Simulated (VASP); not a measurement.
# BiSb (zincblende type) (F-43m) in VASP: notebook

Runs on BiSb (zincblende type). Level: LDA. Tasks: relaxation of cell and atoms.

Program: VASP 6.6.1. These are calculated values, not measurements. Logs are shortened: lines on timing, memory, paths and dates and some standing lists are left out, and cuts for length are marked.

### Step 1. The cell of the first run

It takes space group F-43m (No. 216, cubic). The conventional cell has a = 5.909 Å, b = 5.909 Å, c = 5.909 Å, α = 90.00°, β = 90.00°, γ = 90.00°. Within 3.4 Å of Sb (site symmetry -43m) lie 4 Bi at 2.56 Å. Bi (site symmetry -43m) has 4 Sb at 2.56 Å within 3.4 Å.

### Step 2. Relaxation of cell and atoms, LDA, target pressure 31 GPa, at which the enthalpy is minimised

File INCAR:

```
SYSTEM = BiSb
PREC = Accurate ; ENCUT = 600
EDIFF = 1E-6 ; ISMEAR = -1
SIGMA = 0.1 ; LREAL = .FALSE.
LASPH = .TRUE. ; NELM = 100
ALGO = Normal ; ISIF = 3
LWAVE = .FALSE. ; LCHARG = .FALSE.
IBRION = 2 ; NSW = 60
EDIFFG = -0.005 ; PSTRESS = 310.0
```

File KPOINTS:

```
Automatic mesh
0
G
  12 12 12
  0 0 0
```

File POSCAR:

```
BiSb
1.0
    0.0000000000      2.9543982063      2.9543982063
    2.9543982063      0.0000000000      2.9543982063
    2.9543982063      2.9543982063      0.0000000000
Sb Bi
1 1
Direct
    0.0000000000      0.0000000000      0.0000000000
    0.2500000000      0.2500000000      0.2500000000
```

Potentials or basis: VASP PAW LDA potentials, release 64 (Sb, Bi_d).

The run is started by

```bash
$ cat potpaw_LDA.64/Sb/POTCAR potpaw_LDA.64/Bi_d/POTCAR > POTCAR
$ mpirun -np 1 vasp_std > vasp.out
```

OUTCAR:

```text
SYSTEM = BiSb
   PREC = Accurate
   ENCUT = 600
   EDIFF = 1E-6
   ISMEAR = -1
   LREAL = .FALSE.
   LASPH = .TRUE.
   NELM = 100
   ISIF = 3
   IBRION = 2
   NSW = 60
   EDIFFG = -0.005
   PSTRESS = 310.0

 ion  position               nearest neighbor table
   1  0.000  0.000  0.000-   2 2.56   2 2.56   2 2.56   2 2.56
   2  0.250  0.250  0.250-   1 2.56   1 2.56   1 2.56   1 2.56

  LATTYP: Found a face centered cubic cell.
 ALAT       =     5.9087964126

  Lattice vectors:

 A1 = (   0.0000000000,   2.9543982063,   2.9543982063)
 A2 = (   2.9543982063,   0.0000000000,   2.9543982063)
 A3 = (   2.9543982063,   2.9543982063,   0.0000000000)

Analysis of symmetry for initial positions (statically):
=====================================================================
 Subroutine PRICEL returns:
 Original cell was already a primitive cell.

 Routine SETGRP: Setting up the symmetry group for a
 face centered cubic supercell.

 Subroutine GETGRP returns: Found 24 space group operations
 (whereof 24 operations were pure point group operations)
 out of a pool of 48 trial point group operations.

The static configuration has the point symmetry T_d .

Analysis of symmetry for dynamics (positions and initial velocities):
=====================================================================
 Subroutine PRICEL returns:
 Original cell was already a primitive cell.

 Routine SETGRP: Setting up the symmetry group for a
 face centered cubic supercell.

 Subroutine GETGRP returns: Found 24 space group operations
 (whereof 24 operations were pure point group operations)
 out of a pool of 48 trial point group operations.

The dynamic configuration has the point symmetry T_d .

 Subroutine INISYM returns: Found 24 space group operations
 (whereof 24 operations are pure point group operations),
 and found     1 'primitive' translations

----------------------------------------------------------------------------------------

                                     Primitive cell

  volume of cell :      51.5747

  direct lattice vectors                    reciprocal lattice vectors
     0.000000000  2.954398206  2.954398206    -0.169239204  0.169239204  0.169239204
     2.954398206  0.000000000  2.954398206     0.169239204 -0.169239204  0.169239204
     2.954398206  2.954398206  0.000000000     0.169239204  0.169239204 -0.169239204

  length of vectors
     4.178150012  4.178150012  4.178150012     0.293130900  0.293130900  0.293130900

  position of ions in fractional coordinates (direct lattice)
     0.000000000  0.000000000  0.000000000
     0.250000000  0.250000000  0.250000000

  ion indices of the primitive-cell ions
   primitive index   ion index
                 1           1
                 2           2

----------------------------------------------------------------------------------------

 KPOINTS: Automatic mesh

Automatic generation of k-mesh.
 Grid dimensions read from file:
 generate k-points for:   12   12   12

 Generating k-lattice:

  Cartesian coordinates                     Fractional coordinates (reciprocal lattice)
    -0.014103267  0.014103267  0.014103267     0.083333333  0.000000000  0.000000000
     0.014103267 -0.014103267  0.014103267     0.000000000  0.083333333  0.000000000
     0.014103267  0.014103267 -0.014103267     0.000000000  0.000000000  0.083333333

  Length of vectors
     0.024427575  0.024427575  0.024427575

  Shift w.r.t. Gamma in fractional coordinates (k-lattice)
     0.000000000  0.000000000  0.000000000

 Subroutine IBZKPT returns following result:
 ===========================================

 Found     72 irreducible k-points:

 Following reciprocal coordinates:
            Coordinates               Weight
  0.000000  0.000000  0.000000      1.000000
  0.083333  0.000000  0.000000      8.000000
  0.166667  0.000000  0.000000      8.000000
  0.250000  0.000000  0.000000      8.000000
  0.333333  0.000000  0.000000      8.000000
  0.416667  0.000000  0.000000      8.000000
[... 16 lines left out ...]
  0.500000  0.166667  0.000000     24.000000
 -0.416667  0.166667  0.000000     24.000000
 [... further k-points ...]
   k-points           NKPTS =     72   k-points in BZ     NKDIM =     72   number of bands    NBANDS=     14
   number of dos      NEDOS =    301   number of ions     NIONS =      2
   total plane-waves  NPLWV =  46656
   dimension x,y,z NGX =    36 NGY =   36 NGZ =   36
   dimension x,y,z NGXF=    72 NGYF=   72 NGZF=   72
   ions per type =               1   1
   NGX,Y,Z   is equivalent  to a cutoff of  14.32, 14.32, 14.32 a.u.
   NGXF,Y,Z  is equivalent  to a cutoff of  28.65, 28.65, 28.65 a.u.
 SYSTEM =  BiSb
   PREC   = accura    normal or accurate (medium, high low for compatibility)
   ISTART =      0    job   : 0-new  1-cont  2-samecut
   ICHARG =      2    charge: 1-file 2-atom 10-const
   ISPIN  =      1    spin polarized calculation?
   LNONCOLLINEAR =      F non collinear calculations
   LSORBIT =      F    spin-orbit coupling
   LASPH  =      T    aspherical Exc in radial PAW
   ENCUT  =  600.0 eV  44.10 Ry    6.64 a.u.   8.34  8.34  8.34*2*pi/ulx,y,z
   NELM   =    100;   NELMIN=  2; NELMDL= -5     # of ELM steps
   EDIFF  = 0.1E-05   stopping-criterion for ELM
   LREAL  =      F    real-space projection
   EDIFFG = -.5E-02   stopping-criterion for IOM
   NSW    =     60    number of steps for IOM
   IBRION =      2    ionic relax: 0-MD 1-quasi-New 2-CG
   NFREE  =      1    steps in history (QN), initial steepest desc. (CG)
   ISIF   =      3    stress and relaxation
   ISYM   =      2    0-nonsym 1-usesym 2-fastsym
   POTIM  = 0.5000    time-step for ionic-motion
   TEBEG  =    0.0;   TEEND  =   0.0 temperature during run
   PSTRESS=  310.0 pullay stress
   NELECT =      20.0000    total number of electrons
   NUPDOWN=      -1.0000    fix difference up-down
   EMIN   =  10.00;   EMAX   =-10.00  energy-range for DOS
   EFERMI =   0.00;   METHOD = LEGACY
   ISMEAR =    -1;   SIGMA  =   0.10  broadening in eV -4-tet -1-fermi 0-gaus
   EFERMI_NEDOS =   21; number of points for ismear=-14 and -15
   IALGO  =     38    algorithm
   IMIX   =      4    mixing-type and parameters
     AMIX     =   0.40;   BMIX     =  1.00
     AMIX_MAG =   1.60;   BMIX_MAG =  1.00
  volume/ion in A,a.u.               =      25.79       174.02
  Fermi-wavevector in a.u.,A,eV,Ry     =   1.193821  2.255994 19.391133  1.425208
  Thomas-Fermi vector in A             =   2.329826
   LORBIT       =      0    0 simple, 1 ext, 2 COOP (PROOUT), +10 PAW based schemes
   GGA     = CA    functional components
   LHFCALC =     F    Hartree Fock is set to
   AEXX    =    0.0000 exact exchange contribution
   IVDW    =     0    specifies the selected vdW correction
   LEPSILON=     F    determine dielectric tensor
   LRPA    =     F    only Hartree local field effects (RPA)
 conjugate gradient relaxation of ions
 non-spin polarized calculation
  energy-cutoff  :      600.00
  volume of cell :       51.57
 maximum number of plane-waves:      1759
 NGX is ok and might be reduce to    36
   NGX = 17   NGY = 17   NGZ = 17

--------------------------------------- Ionic step        1  -------------------------------------------

 number of electron      19.9999999 magnetization

 Free energy of the ion-electron system (eV)
  ---------------------------------------------------
  ext. energy  EPLUGINS =         0.00000000
  ---------------------------------------------------
  free energy    TOTEN  =        -5.29124478 eV

  energy without entropy =       -5.26599121  energy(sigma->0) =       -5.27861799

 E-fermi :  10.3131     XC(G=0): -10.6662

 val. band max:       10.2176488873   @ k =   0.4167   0.3333   0.0833
 cond. band min:      10.3320654611   @ k =   0.3333   0.2500   0.0000
 fundamental gap:      0.1144165738
 Fermi energy:        10.3131040464

 k-point     1 :       0.0000    0.0000    0.0000
  band No.  band energies     occupation
      1     -13.9280      2.00000
      2     -13.9280      2.00000
      3     -13.9280      2.00000
      4     -13.7881      2.00000
      5     -13.7881      2.00000
      6      -6.2083      2.00000
      7       6.6285      2.00000
      8       7.9249      2.00000
      9       7.9249      2.00000
     10       7.9249      2.00000
     11      10.4686      0.34871
     12      10.4686      0.34871
[... 915 lines left out ...]
  FREE ENERGIE OF THE ION-ELECTRON SYSTEM (eV)
  ---------------------------------------------------
  free  energy   TOTEN  =        -7.0499537394 eV

  energy  without entropy=       -7.0242683585  energy(sigma->0) =       -7.03711105

  enthalpy is  TOTEN    =         4.3256612324 eV   P V=       11.3756149718

[... ionic steps 4 to 16 ...]

--------------------------------------- Ionic step       17  -------------------------------------------

 number of electron      20.0000003 magnetization

------------------------ aborting loop because EDIFF is reached ----------------------------------------

  FORCE on cell =-STRESS in cart. coord.  units (eV):
  Direction    XX          YY          ZZ          XY          YZ          ZX
  --------------------------------------------------------------------------------------
  -------------------------------------------------------------------------------------
  Total       11.2108665     11.2108665     11.2108665      0.0000000      0.0000000     -0.0000000
  in kB      310.6996398    310.6996398    310.6996398      0.0000000      0.0000000     -0.0000000
  external PRESSURE =       0.6996398 kB  Pullay stress =     310.0000000 kB
[... 61 lines left out ...]
  enthalpy is  TOTEN    =         4.3185361443 eV   P V=       11.1884964080

--------------------------------------- Ionic step       19  -------------------------------------------

 number of electron      20.0000003 magnetization

 Free energy of the ion-electron system (eV)
  ---------------------------------------------------
  ext. energy  EPLUGINS =         0.00000000
  ---------------------------------------------------
  free energy    TOTEN  =        -6.87570933 eV

  energy without entropy =       -6.85004328  energy(sigma->0) =       -6.86287630

 E-fermi :   8.5814     XC(G=0): -10.1225

 val. band max:        8.5728716513   @ k =   0.3333   0.2500   0.0000
 cond. band min:       8.5919572134   @ k =   0.0833   0.0833   0.0000
 fundamental gap:      0.0190855621
 Fermi energy:         8.5814143677

 k-point     1 :       0.0000    0.0000    0.0000
  band No.  band energies     occupation
      1     -15.1805      2.00000
      2     -15.1805      2.00000
      3     -15.1805      2.00000
      4     -15.0834      2.00000
      5     -15.0834      2.00000
      6      -6.7701      2.00000
      7       4.1610      2.00000
      8       6.3621      2.00000
      9       6.3621      2.00000
     10       6.3621      2.00000
     11       8.9023      0.07766
     12       8.9023      0.07766
[... 422 lines left out ...]
  FREE ENERGIE OF THE ION-ELECTRON SYSTEM (eV)
  ---------------------------------------------------
  free  energy   TOTEN  =        -6.8757093302 eV

  energy  without entropy=       -6.8500432786  energy(sigma->0) =       -6.86287630

  enthalpy is  TOTEN    =         4.3185381097 eV   P V=       11.1942474399

 reached required accuracy - stopping structural energy minimisation
```

Wall time 10 min (1 thread of Oxide Virtual Turin-like, shared host); peak memory 0.2 GiB.

What came out:

| Item | Value |
| --- | --- |
| Free energy | -6.8757 eV |
| Relaxed volume | 28.93 Å³/atom |
| Relaxed cell | a = 4.341 Å, b = 4.341 Å, c = 4.341 Å, α = 60.00°, β = 60.00°, γ = 60.00° |
| Space group after relaxing (to 0.1 Å) | F-43m (No. 216) |
| Energy change on relaxing (the run minimises the enthalpy) | -792.2 meV/atom |
| Ionic steps | 19 |
| Pressure after relaxing | 31.0 GPa |
| Band gap on the k mesh | zero (bands 10 and 11 overlap by 2.11 eV) |

Step by step:
```csv
step,energy change (eV),largest force (eV/Å),pressure (GPa),volume (Å³)
1,0.0000,0.0000,51.56,51.57
2,-3.4077,0.0000,2.05,80.43
3,-1.7587,0.0000,28.64,58.79
4,-1.5977,0.0000,30.79,57.92
5,-1.5722,0.0000,31.12,57.79
6,-1.5724,0.0000,31.12,57.79
7,-1.5730,0.0000,31.12,57.80
8,-1.5730,0.0000,31.11,57.80
9,-1.5730,0.0000,31.10,57.80
10,-1.5730,0.0000,31.10,57.80
11,-1.5730,0.0000,31.10,57.80
12,-1.5730,0.0000,31.10,57.80
13,-1.5731,0.0000,31.10,57.80
14,-1.5733,0.0000,31.10,57.80
15,-1.5737,0.0000,31.11,57.80
16,-1.5744,0.0000,31.11,57.80
17,-1.5758,0.0000,31.07,57.81
18,-1.5787,0.0000,31.04,57.83
19,-1.5845,0.0000,30.98,57.86
```

Final structure:
```yaml
crystal:
  lattice:
    - [0.00000, 3.06976, 3.06976]
    - [3.06976, 0.00000, 3.06976]
    - [3.06976, 3.06976, 0.00000]
  atoms:
    - { symbol: Sb, position: [0.00000, 0.00000, 0.00000] }
    - { symbol: Bi, position: [0.25000, 0.25000, 0.25000] }
```

Caveat: the cell is relaxed towards a set pressure, so the run minimises the enthalpy, not the energy; spin-orbit coupling is left out, which moves the levels of the heavy elements.

### Step 3. Relaxation of cell and atoms, LDA, target pressure 31 GPa, at which the enthalpy is minimised

This run uses another cell than the first one, of 28.84 Å³/atom.

File INCAR:

```
SYSTEM = BiSb
  PREC = Accurate
  ENCUT = 600
  EDIFF = 1E-6
  ISMEAR = -1
  SIGMA = 0.1
  LREAL = .False.
  LASPH = .True.
  NELM = 80
  ALGO = Normal
  ISIF = 3
  LWAVE = .False.
  LCHARG = .False.
  IBRION = 2
  NSW = 32
  EDIFFG = -0.005
  PSTRESS = 310.0
```

File KPOINTS:

```
regular mesh
0
Gamma
  12 12 12
  0 0 0
```

File POSCAR:

```
BiSb
1.0
    0.0000000000      3.0665837635      3.0665837635
    3.0665837635      0.0000000000      3.0665837635
    3.0665837635      3.0665837635      0.0000000000
Sb Bi
1 1
Direct
    0.0000000000      0.0000000000      0.0000000000
    0.2500000000      0.2500000000      0.2500000000
```

Potentials or basis: VASP PAW LDA potentials, release 64 (Sb, Bi_d).

The run is started by

```bash
$ cat potpaw_LDA.64/Sb/POTCAR potpaw_LDA.64/Bi_d/POTCAR > POTCAR
$ mpirun -np 1 vasp_std > vasp.out
```

OUTCAR:

```text
SYSTEM = BiSb
   PREC = Accurate
   ENCUT = 600
   EDIFF = 1E-6
   ISMEAR = -1
   LREAL = .False.
   LASPH = .True.
   NELM = 80
   ISIF = 3
   IBRION = 2
   NSW = 32
   EDIFFG = -0.005
   PSTRESS = 310.0

 ion  position               nearest neighbor table
   1  0.000  0.000  0.000-   2 2.66   2 2.66   2 2.66   2 2.66
   2  0.250  0.250  0.250-   1 2.66   1 2.66   1 2.66   1 2.66

  LATTYP: Found a face centered cubic cell.
 ALAT       =     6.1331675270

  Lattice vectors:

 A1 = (   0.0000000000,   3.0665837635,   3.0665837635)
 A2 = (   3.0665837635,   0.0000000000,   3.0665837635)
 A3 = (   3.0665837635,   3.0665837635,   0.0000000000)

Analysis of symmetry for initial positions (statically):
=====================================================================
 Subroutine PRICEL returns:
 Original cell was already a primitive cell.

[... 267 lines left out ...]
      4     -15.0806      2.00000
      5     -15.0806      2.00000
      6      -6.7693      2.00000
      7       4.1647      2.00000
      8       6.3645      2.00000
      9       6.3645      2.00000
     10       6.3645      2.00000
     11       8.9047      0.07785
     12       8.9047      0.07785
     13       8.9047      0.07785
     14      11.8190      0.00000
[... 377 lines left out ...]
      1     -15.1968      2.00000
      2     -15.1577      2.00000
      3     -15.1565      2.00000
      4     -15.0828      2.00000
      5     -15.0808      2.00000
      6      -4.8479      2.00000
      7      -1.4533      2.00000
      8       3.2449      2.00000
      9       4.6318      2.00000
     10       7.5088      1.99996
     11      10.1596      0.00000
     12      11.0312      0.00000
     13      13.1567      0.00000
     14      14.5378      0.00000

 [... further k-points ...]

------------------------ aborting loop because EDIFF is reached ----------------------------------------

  FORCE on cell =-STRESS in cart. coord.  units (eV):
  Direction    XX          YY          ZZ          XY          YZ          ZX
  --------------------------------------------------------------------------------------
  -------------------------------------------------------------------------------------
  Total       11.1938282     11.1938282     11.1938282      0.0000000      0.0000000      0.0000000
  in kB      310.0463368    310.0463368    310.0463368      0.0000000      0.0000000      0.0000000
  external PRESSURE =       0.0463368 kB  Pullay stress =     310.0000000 kB
[... 21 lines left out ...]
  energy  without entropy=       -6.8491748149  energy(sigma->0) =       -6.86200780

  enthalpy is  TOTEN    =         4.3173144598 eV   P V=       11.1921552455

 reached required accuracy - stopping structural energy minimisation
```

OSZICAR:

```text
N       E                     dE             d eps       ncg     rms          rms(c)
DAV:   1     0.166112013473E+03    0.16611E+03   -0.10784E+04  2016   0.162E+03
DAV:   2     0.492259065010E+01   -0.16119E+03   -0.15919E+03  2250   0.394E+02
DAV:   3    -0.665108043030E+01   -0.11574E+02   -0.11332E+02  2494   0.108E+02
[... 21 lines left out ...]
DAV:   3    -0.687483377803E+01    0.17576E-02   -0.74387E-03  2552   0.150E+00    0.295E-02
DAV:   4    -0.687483916195E+01   -0.53839E-05   -0.29290E-04  2318   0.192E-01    0.145E-02
DAV:   5    -0.687484218553E+01   -0.30236E-05   -0.39986E-05  3120   0.992E-02    0.115E-02
DAV:   6    -0.687484092709E+01    0.12584E-05   -0.11072E-05  2586   0.586E-02    0.276E-03
DAV:   7    -0.687484078571E+01    0.14138E-06   -0.78712E-07  1152   0.143E-02
   3 F= 0.43173145E+01 E0= 0.43301474E+01  d E =-.228756E-03
```

CONTCAR:

```text
BiSb
   1.00000000000000
     0.0000000000000000    3.0695699844437798    3.0695699844437798
     3.0695699844437798   -0.0000000000000000    3.0695699844437798
     3.0695699844437798    3.0695699844437798    0.0000000000000000
  Sb              Bi
     1     1
Direct
     0.0000000000000000    0.0000000000000000    0.0000000000000000
     0.2500000000000000    0.2500000000000000    0.2500000000000000

  0.00000000E+00  0.00000000E+00  0.00000000E+00
  0.00000000E+00  0.00000000E+00  0.00000000E+00
```

It took 3.5 min on 1 thread of Oxide Virtual Turin-like, shared host; peak memory 0.19 GiB.

Results:

```yaml
Free_energy: -6.8748 eV
Relaxed_volume: 28.92 Å³/atom
Relaxed_cell: a = 4.341 Å, b = 4.341 Å, c = 4.341 Å, α = 60.00°, β = 60.00°, γ = 60.00°
Space_group_after_relaxing_to_0.1_Å: F-43m (No. 216)
Energy_change_on_relaxing_the_run_minimises_the_enthalpy: -16.4 meV/atom
Ionic_steps: 3
Pressure_after_relaxing: 31.0 GPa
Band_gap_on_the_k_mesh: zero (bands 10 and 11 overlap by 2.11 eV)
```

The path:
```csv
step,energy change (eV),largest force (eV/Å),pressure (GPa),volume (Å³)
1,0.0000,0.0000,31.40,57.68
2,-0.1147,0.0000,29.91,58.28
3,-0.0329,0.0000,31.00,57.84
```

Final structure:
```
Sb Bi
1.0
     0.00000    3.06957    3.06957
     3.06957    0.00000    3.06957
     3.06957    3.06957    0.00000
Sb Bi
1 1
Direct
  0.00000 0.00000 0.00000
  0.25000 0.25000 0.25000
```

Caveat: the cell is relaxed towards a set pressure, so the run minimises the enthalpy, not the energy; spin-orbit coupling is left out, which moves the levels of the heavy elements.
